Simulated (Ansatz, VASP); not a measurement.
**One calculation of Ga2SnSe4, two programs**

```
Ga Sn Se
1.0
    -3.36362    3.36362    4.21453
     3.36362   -3.36362    4.21453
     3.36362    3.36362   -4.21453
Ga Sn Se
2 1 4
Cartesian
  0.0000 0.0000 4.2145
  3.3636 0.0000 2.1073
  0.0000 0.0000 0.0000
  1.8606 1.9760 -1.3216
  1.5031 1.3876 2.8929
  1.3876 -1.5031 5.5361
  1.9760 4.8667 1.3216
```

Alike in both runs: functional PBE; k mesh 3 × 3 × 3; occupations gaussian, width 0.15 eV; no spin polarisation.

Ansatz relaxed the structure, and its values are those at the end. VASP's run is a single point on that final structure, the one shown.

|  | VASP | Ansatz |
| --- | --- | --- |
| version | VASP 6.6.1 | Ansatz 0.2.0 |
| potentials or method | VASP PAW PBE potentials, release 64 (Ga_d, Sn_d, Se), cutoff 520 eV | scalar-relativistic, plane waves, PAW |
| valence electrons in the cell | 64 | 104 |

Ansatz gave:

```
gap on the k mesh at the Fermi level (eV) : 1.46
least direct gap on the mesh (eV)         : 1.46
pressure (GPa)                            : 0.3
rms of the force components (eV/Å)        : 0.034
```

**Question.** Which values does VASP return?

**Answer.** gap on the k mesh at the Fermi level (eV): 1.46; least direct gap on the mesh (eV): 1.46; pressure (GPa): 0.4; rms of the force components (eV/Å): 0.031.

The functional is the same, so the differences come from potentials, cutoffs and numerics. VASP's potentials hold 64 valence electrons a cell and Ansatz's 104, so a difference there can come from the potentials and not from the codes.

The k mesh is coarse, so the values compare programs but aren't converged.
